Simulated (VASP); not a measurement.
# PbI2 (P-3m1) in VASP: notebook

The runs below take PbI2 through single point, with r2SCAN.

All numbers are computed with VASP 6.6.1; they aren't measurements. Logs are shortened: lines on timing, memory, paths and dates and some standing lists are left out, and cuts for length are marked.

## (1) The cell of the first run

The structure is trigonal, space group P-3m1 (No. 164). Conventional cell: a = 4.564 Å, b = 4.564 Å, c = 7.329 Å, α = 90.00°, β = 90.00°, γ = 120.00°. Within 4.3 Å of Pb (site symmetry -3m) lie 6 I at 3.25 Å. Within 4.7 Å of I (site symmetry 3m) lie 3 Pb at 3.25 Å and 12 I at 4.41 to 4.62 Å.

## (2) Single point, r2SCAN (uniaxial z strain +4.0%)

Contents of POSCAR:

```
PbI2
1.0
    4.5640817504      0.0000000000      0.0000000000
   -2.2820408752      3.9526107408      0.0000000000
    0.0000000000      0.0000000000      7.3294124980
Pb I
1 2
Direct
    0.0000000000      0.0000000000      0.0000000000
    0.3333333333      0.6666666667      0.2586307178
    0.6666666667      0.3333333333      0.7413692822
```

Contents of INCAR.step1:

```
SYSTEM = PbI2
ALGO = Normal ; EDIFF = 1E-5
ENCUT = 550 ; GGA = PE
GGA_COMPAT = .FALSE. ; ISMEAR = 0
LASPH = .TRUE. ; LCHARG = .FALSE.
LREAL = .FALSE. ; LWAVE = .TRUE.
NBANDS = 21 ; NELM = 120
PREC = Accurate ; SIGMA = 0.01
```

Contents of INCAR.step2:

```
SYSTEM = PbI2
ALGO = Normal ; EDIFF = 1E-6
ENCUT = 550 ; GGA_COMPAT = .FALSE.
ISIF = 2 ; ISMEAR = 0
ISTART = 1 ; LASPH = .TRUE.
LCHARG = .TRUE. ; LELF = .TRUE.
LMIXTAU = .TRUE. ; LREAL = .FALSE.
LVHAR = .TRUE. ; LWAVE = .FALSE.
METAGGA = R2SCAN ; NBANDS = 21
NELM = 120 ; PREC = Accurate
SIGMA = 0.01
```

Contents of KPOINTS:

```
k-points
0
G
  6 6 4
  0 0 0
```

Potentials or basis: VASP PAW PBE potentials, release 64 (Pb_d, I).

The run is started by

```
> cat potpaw_PBE.64/Pb_d/POTCAR potpaw_PBE.64/I/POTCAR > POTCAR
> cp INCAR.step1 INCAR
> mpirun -np 1 vasp_std > vasp.out
> cp INCAR.step2 INCAR
> mpirun -np 1 vasp_std > vasp.out
```

OUTCAR:

```text
SYSTEM = PbI2
   EDIFF = 1E-6
   ENCUT = 550
   ISIF = 2
   ISMEAR = 0
   ISTART = 1
   LASPH = .TRUE.
   LREAL = .FALSE.
   METAGGA = R2SCAN
   NELM = 120
   PREC = Accurate

 ion  position               nearest neighbor table
   1  0.000  0.000  0.000-   2 3.25   3 3.25   3 3.25   2 3.25   3 3.25   2 3.25
   2  0.333  0.667  0.259-   1 3.25   1 3.25   1 3.25
   3  0.667  0.333  0.741-   1 3.25   1 3.25   1 3.25

  LATTYP: Found a hexagonal cell.
 ALAT       =     4.5640817504
 C/A-ratio  =     1.6058898370

  Lattice vectors:

 A1 = (   4.5640817504,   0.0000000000,   0.0000000000)
 A2 = (  -2.2820408752,   3.9526107408,   0.0000000000)
 A3 = (   0.0000000000,   0.0000000000,   7.3294124980)

Analysis of symmetry for initial positions (statically):
=====================================================================
 Subroutine PRICEL returns:
 Original cell was already a primitive cell.

 Routine SETGRP: Setting up the symmetry group for a
 hexagonal supercell.

 Subroutine GETGRP returns: Found 12 space group operations
 (whereof 12 operations were pure point group operations)
 out of a pool of 24 trial point group operations.

The static configuration has the point symmetry D_3d.

Analysis of symmetry for dynamics (positions and initial velocities):
=====================================================================
 Subroutine PRICEL returns:
 Original cell was already a primitive cell.

 Routine SETGRP: Setting up the symmetry group for a
 hexagonal supercell.

 Subroutine GETGRP returns: Found 12 space group operations
 (whereof 12 operations were pure point group operations)
 out of a pool of 24 trial point group operations.

The dynamic configuration has the point symmetry D_3d.

 Subroutine INISYM returns: Found 12 space group operations
 (whereof 12 operations are pure point group operations),
 and found     1 'primitive' translations

----------------------------------------------------------------------------------------

                                     Primitive cell

  volume of cell :     132.2229

  direct lattice vectors                    reciprocal lattice vectors
     4.564081750  0.000000000  0.000000000     0.219102123  0.126498670  0.000000000
    -2.282040875  3.952610741  0.000000000     0.000000000  0.252997339  0.000000000
     0.000000000  0.000000000  7.329412498     0.000000000  0.000000000  0.136436583

  length of vectors
     4.564081750  4.564081750  7.329412498     0.252997339  0.252997339  0.136436583

  position of ions in fractional coordinates (direct lattice)
     0.000000000  0.000000000  0.000000000
     0.333333333  0.666666667  0.258630718
     0.666666667  0.333333333  0.741369282

  ion indices of the primitive-cell ions
   primitive index   ion index
                 1           1
                 2           2
                 3           3

----------------------------------------------------------------------------------------

 KPOINTS: k-points

Automatic generation of k-mesh.
 Grid dimensions read from file:
 generate k-points for:    6    6    4

 Generating k-lattice:

  Cartesian coordinates                     Fractional coordinates (reciprocal lattice)
     0.036517020  0.021083112  0.000000000     0.166666667  0.000000000  0.000000000
     0.000000000  0.042166223  0.000000000     0.000000000  0.166666667  0.000000000
     0.000000000  0.000000000  0.034109146     0.000000000  0.000000000  0.250000000

  Length of vectors
     0.042166223  0.042166223  0.034109146

  Shift w.r.t. Gamma in fractional coordinates (k-lattice)
     0.000000000  0.000000000  0.000000000

 Subroutine IBZKPT returns following result:
 ===========================================

 Found     24 irreducible k-points:

 Following reciprocal coordinates:
            Coordinates               Weight
  0.000000  0.000000  0.000000      1.000000
  0.166667 -0.000000  0.000000      6.000000
  0.333333  0.000000  0.000000      6.000000
  0.500000  0.000000  0.000000      3.000000
  0.166667  0.166667  0.000000      6.000000
  0.333333  0.166667  0.000000     12.000000
[... 16 lines left out ...]
  0.333333  0.166667  0.500000     12.000000
  0.333333  0.333333  0.500000      2.000000
   k-points           NKPTS =     24   k-points in BZ     NKDIM =     24   number of bands    NBANDS=     21
   number of dos      NEDOS =    301   number of ions     NIONS =      3
   total plane-waves  NPLWV =  72576
   dimension x,y,z NGX =    36 NGY =   36 NGZ =   56
   dimension x,y,z NGXF=    72 NGYF=   72 NGZF=  112
   ions per type =               1   2
   NGX,Y,Z   is equivalent  to a cutoff of  13.11, 13.11, 12.70 a.u.
   NGXF,Y,Z  is equivalent  to a cutoff of  26.23, 26.23, 25.40 a.u.
 SYSTEM =  PbI2
   PREC   = accura    normal or accurate (medium, high low for compatibility)
   ISTART =      1    job   : 0-new  1-cont  2-samecut
   ICHARG =      0    charge: 1-file 2-atom 10-const
   ISPIN  =      1    spin polarized calculation?
   LNONCOLLINEAR =      F non collinear calculations
   LSORBIT =      F    spin-orbit coupling
   LASPH  =      T    aspherical Exc in radial PAW
   ENCUT  =  550.0 eV  40.42 Ry    6.36 a.u.   8.73  8.73 14.02*2*pi/ulx,y,z
   NELM   =    120;   NELMIN=  2; NELMDL=  0     # of ELM steps
   EDIFF  = 0.1E-05   stopping-criterion for ELM
   LREAL  =      F    real-space projection
   EDIFFG = 0.1E-04   stopping-criterion for IOM
   NSW    =      0    number of steps for IOM
   IBRION =     -1    ionic relax: 0-MD 1-quasi-New 2-CG
   NFREE  =      0    steps in history (QN), initial steepest desc. (CG)
   ISIF   =      2    stress and relaxation
   ISYM   =      2    0-nonsym 1-usesym 2-fastsym
   POTIM  = 0.5000    time-step for ionic-motion
   TEBEG  =    0.0;   TEEND  =   0.0 temperature during run
   PSTRESS=    0.0 pullay stress
   NELECT =      28.0000    total number of electrons
   NUPDOWN=      -1.0000    fix difference up-down
   EMIN   =  10.00;   EMAX   =-10.00  energy-range for DOS
   EFERMI =   0.00;   METHOD = LEGACY
   ISMEAR =     0;   SIGMA  =   0.01  broadening in eV -4-tet -1-fermi 0-gaus
   EFERMI_NEDOS =   21; number of points for ismear=-14 and -15
   IALGO  =     38    algorithm
   IMIX   =      4    mixing-type and parameters
     AMIX     =   0.40;   BMIX     =  1.00
     AMIX_MAG =   1.60;   BMIX_MAG =  1.00
  volume/ion in A,a.u.               =      44.07       297.43
  Fermi-wavevector in a.u.,A,eV,Ry     =   0.975795  1.843985 12.955142  0.952176
  Thomas-Fermi vector in A             =   2.106363
   LORBIT       =      0    0 simple, 1 ext, 2 COOP (PROOUT), +10 PAW based schemes
   METAGGA = R2SCAN    functional components
   LHFCALC =     F    Hartree Fock is set to
   AEXX    =    0.0000 exact exchange contribution
   IVDW    =     0    specifies the selected vdW correction
   LEPSILON=     F    determine dielectric tensor
   LRPA    =     F    only Hartree local field effects (RPA)
 non-spin polarized calculation
 Gauss-broadening in eV      SIGMA  =   0.01
  energy-cutoff  :      550.00
  volume of cell :      132.22
 maximum number of plane-waves:      3892
 NGX is ok and might be reduce to    36
   NGX = 17   NGY = 17   NGZ = 29

 number of electron      27.9999999 magnetization

 Free energy of the ion-electron system (eV)
  ---------------------------------------------------
  ext. energy  EPLUGINS =         0.00000000
  ---------------------------------------------------
  free energy    TOTEN  =      -107.68772207 eV

  energy without entropy =     -107.68772207  energy(sigma->0) =     -107.68772207

 E-fermi :   1.9091     XC(G=0):  -8.3029

 val. band max:        1.8554412037   @ k =   0.0000   0.0000   0.5000
 cond. band min:       4.6166412276   @ k =   0.0000   0.0000   0.5000
 fundamental gap:      2.7612000239
 Fermi energy:         1.9091464283

 k-point     1 :       0.0000    0.0000    0.0000
  band No.  band energies     occupation
      1     -14.7838      2.00000
      2     -14.7838      2.00000
      3     -14.7659      2.00000
      4     -14.7611      2.00000
      5     -14.7611      2.00000
      6     -10.5441      2.00000
[... 13 lines left out ...]
     20      10.3451      0.00000
     21      10.3524      0.00000

 k-point     2 :       0.1667   -0.0000    0.0000
  band No.  band energies     occupation
      1     -14.7927      2.00000
      2     -14.7801      2.00000
      3     -14.7645      2.00000
      4     -14.7621      2.00000
      5     -14.7602      2.00000
      6     -10.4199      2.00000
[... 13 lines left out ...]
     20       9.7170      0.00000
     21      10.5307      0.00000

 k-point     3 :       0.3333    0.0000    0.0000
  band No.  band energies     occupation
      1     -14.8126      2.00000
      2     -14.7758      2.00000
      3     -14.7683      2.00000
      4     -14.7557      2.00000
      5     -14.7553      2.00000
      6     -10.1186      2.00000
[... 13 lines left out ...]
     20      10.5008      0.00000
     21      11.3867      0.00000

 k-point     4 :       0.5000    0.0000    0.0000
  band No.  band energies     occupation
      1     -14.8229      2.00000
      2     -14.7751      2.00000
      3     -14.7700      2.00000
      4     -14.7519      2.00000
      5     -14.7517      2.00000
      6      -9.9018      2.00000
[... 13 lines left out ...]
     20      11.2821      0.00000
     21      11.9235      0.00000

 k-point     5 :       0.1667    0.1667    0.0000
  band No.  band energies     occupation
      1     -14.8040      2.00000
      2     -14.7801      2.00000
      3     -14.7652      2.00000
      4     -14.7613      2.00000
      5     -14.7551      2.00000
      6     -10.2047      2.00000
[... 13 lines left out ...]
     20      10.3182      0.00000
     21      11.0789      0.00000

 k-point     6 :       0.3333    0.1667    0.0000
  band No.  band energies     occupation
      1     -14.8143      2.00000
      2     -14.7829      2.00000
      3     -14.7664      2.00000
      4     -14.7564      2.00000
      5     -14.7518      2.00000
      6      -9.9180      2.00000
[... 13 lines left out ...]
     20      10.5399      0.00000
     21      11.7581      0.00000

 k-point     7 :       0.3333    0.3333    0.0000
  band No.  band energies     occupation
      1     -14.8006      2.00000
      2     -14.8006      2.00000
      3     -14.7598      2.00000
      4     -14.7598      2.00000
      5     -14.7532      2.00000
      6      -9.7470      2.00000
[... 13 lines left out ...]
     20       9.6394      0.00000
     21      11.4856      0.00000
[... 291 lines left out ...]
      1     -14.8128      2.00000
      2     -14.7758      2.00000
      3     -14.7684      2.00000
      4     -14.7556      2.00000
      5     -14.7553      2.00000
      6     -10.0379      2.00000
[... 13 lines left out ...]
     20      10.2629      0.00000
     21      10.5194      0.00000

 k-point    21 :       0.5000    0.0000    0.5000
  band No.  band energies     occupation
      1     -14.8231      2.00000
      2     -14.7751      2.00000
      3     -14.7701      2.00000
      4     -14.7519      2.00000
      5     -14.7517      2.00000
      6      -9.8530      2.00000
[... 13 lines left out ...]
     20      10.5094      0.00000
     21      11.2993      0.00000

 k-point    22 :       0.1667    0.1667    0.5000
  band No.  band energies     occupation
      1     -14.8042      2.00000
      2     -14.7801      2.00000
      3     -14.7652      2.00000
      4     -14.7613      2.00000
      5     -14.7551      2.00000
      6     -10.1150      2.00000
[... 13 lines left out ...]
     20       9.9251      0.00000
     21      10.2456      0.00000

 k-point    23 :       0.3333    0.1667    0.5000
  band No.  band energies     occupation
      1     -14.8145      2.00000
      2     -14.7829      2.00000
      3     -14.7664      2.00000
      4     -14.7564      2.00000
      5     -14.7518      2.00000
      6      -9.8672      2.00000
[... 13 lines left out ...]
     20      10.5750      0.00000
     21      10.6480      0.00000

 k-point    24 :       0.3333    0.3333    0.5000
  band No.  band energies     occupation
      1     -14.8007      2.00000
      2     -14.8007      2.00000
      3     -14.7598      2.00000
      4     -14.7598      2.00000
      5     -14.7532      2.00000
      6      -9.7449      2.00000
[... 13 lines left out ...]
     20      10.1188      0.00000
     21      10.5025      0.00000

------------------------ aborting loop because EDIFF is reached ----------------------------------------

  FORCE on cell =-STRESS in cart. coord.  units (eV):
  Direction    XX          YY          ZZ          XY          YZ          ZX
  --------------------------------------------------------------------------------------
  -------------------------------------------------------------------------------------
  Total        0.3386878      0.3386878      0.0663261      0.0000000      0.0000000     -0.0000000
  in kB        4.1039634      4.1039634      0.8036896      0.0000000      0.0000000     -0.0000000
  external PRESSURE =       3.0038722 kB  Pullay stress =       0.0000000 kB

 VOLUME and BASIS-vectors are now :
 -----------------------------------------------------------------------------
  energy-cutoff  :      550.00
  volume of cell :      132.22
      direct lattice vectors                 reciprocal lattice vectors
     4.564081750  0.000000000  0.000000000     0.219102123  0.126498670  0.000000000
    -2.282040875  3.952610741  0.000000000     0.000000000  0.252997339  0.000000000
     0.000000000  0.000000000  7.329412498     0.000000000  0.000000000  0.136436583

 POSITION                                       TOTAL-FORCE (eV/Angst)
 -----------------------------------------------------------------------------------
      0.00000      0.00000      0.00000         0.000000      0.000000     -0.000000
     -0.00000      2.63507      1.89561         0.000000      0.000000     -0.001484
      2.28204      1.31754      5.43380        -0.000000      0.000000      0.001484
 -----------------------------------------------------------------------------------
    total drift:                                0.000000      0.000000     -0.000000

  FREE ENERGIE OF THE ION-ELECTRON SYSTEM (eV)
  ---------------------------------------------------
  free  energy   TOTEN  =      -107.6877220684 eV

  energy  without entropy=     -107.6877220684  energy(sigma->0) =     -107.68772207
```

Wall time 2.2 min (1 thread of AMD EPYC 9R45 (Zen 5), shared host); peak memory 0.28 GiB.

Results:

```yaml
Free_energy: -107.6877 eV
Pressure: 0.3 GPa
Band_gap_on_the_k_mesh: 2.76 eV
```

Caveat: the cell differs from its parent crystal (uniaxial z strain +4.0%); the PAW data sets were made with another functional, which shifts forces and pressure a little; spin-orbit coupling is left out, which moves the levels of the heavy elements.

## (3) Single point, r2SCAN (strain +3.0%)

Contents of POSCAR:

```
PbI2
1.0
    4.7010042029      0.0000000000      0.0000000000
   -2.3505021014      4.0711890630      0.0000000000
    0.0000000000      0.0000000000      7.2589373779
Pb I
1 2
Direct
    0.0000000000      0.0000000000      0.0000000000
    0.3333333333      0.6666666667      0.2512685681
    0.6666666667      0.3333333333      0.7487314319
```

Contents of INCAR.step1:

```
SYSTEM = PbI2
PREC = Accurate
ENCUT = 550
ISMEAR = 0
SIGMA = 0.01
LREAL = .FALSE.
LASPH = .TRUE.
NELM = 120
NBANDS = 21
GGA = PE
ALGO = Normal
EDIFF = 1E-5
LWAVE = .TRUE.
LCHARG = .FALSE.
GGA_COMPAT = .FALSE.
```

Contents of INCAR.step2:

```
SYSTEM = PbI2
PREC = Accurate
ENCUT = 550
EDIFF = 1E-6
ISMEAR = 0
SIGMA = 0.01
LREAL = .FALSE.
LASPH = .TRUE.
NELM = 120
ALGO = Normal
ISIF = 2
LWAVE = .FALSE.
LCHARG = .FALSE.
METAGGA = R2SCAN
LMIXTAU = .TRUE.
NBANDS = 21
ISTART = 1
GGA_COMPAT = .FALSE.
```

Contents of KPOINTS:

```
Automatic mesh
0
G
  6 6 4
  0 0 0
```

Potentials or basis: VASP PAW PBE potentials, release 64 (Pb_d, I).

The run is started by

```
> cat potpaw_PBE.64/Pb_d/POTCAR potpaw_PBE.64/I/POTCAR > POTCAR
> cp INCAR.step1 INCAR
> mpirun -np 1 vasp_std > vasp.out
> cp INCAR.step2 INCAR
> mpirun -np 1 vasp_std > vasp.out
```

It took 2.1 min on 1 thread of AMD EPYC 9R45 (Zen 5), shared host; peak memory 0.29 GiB.

The run converged. Its results:

```
Free energy            : -107.6872 eV
Pressure               : -0.3 GPa
Band gap on the k mesh : 2.67 eV (least direct gap 2.75 eV)
```

Stress tensor (GPa, compression positive):
```
-0.46  0.00  0.00
 0.00 -0.46  0.00
 0.00  0.00 -0.08
```

Levels at points of the mesh, in eV from the valence-band top:
| k point | band 10 | band 11 | band 12 | band 13 | band 14 | band 15 | band 16 | band 17 | band 18 | band 19 |
| --- | --- | --- | --- | --- | --- | --- | --- | --- | --- | --- |
| (0.00, 0.00, 0.00) | -0.92 | -0.91 | -0.78 | -0.78 | -0.52 | 2.82 | 3.70 | 3.70 | 6.73 | 8.32 |
| (0.50, 0.00, 0.00) | -1.92 | -1.86 | -1.09 | -0.66 | -0.35 | 3.42 | 4.25 | 5.16 | 5.90 | 8.34 |
| (0.00, 0.00, 0.50) | -0.99 | -0.99 | -0.68 | -0.68 | -0.09 | 2.67 | 3.58 | 3.58 | 7.29 | 8.01 |
| (0.50, 0.00, 0.50) | -1.73 | -1.46 | -0.99 | -0.88 | -0.50 | 3.72 | 4.39 | 4.54 | 6.49 | 8.28 |

Caveat: the cell differs from its parent crystal (strain +3.0%); the PAW data sets were made with another functional, which shifts forces and pressure a little; spin-orbit coupling is left out, which moves the levels of the heavy elements. A k mesh can miss the band edges.
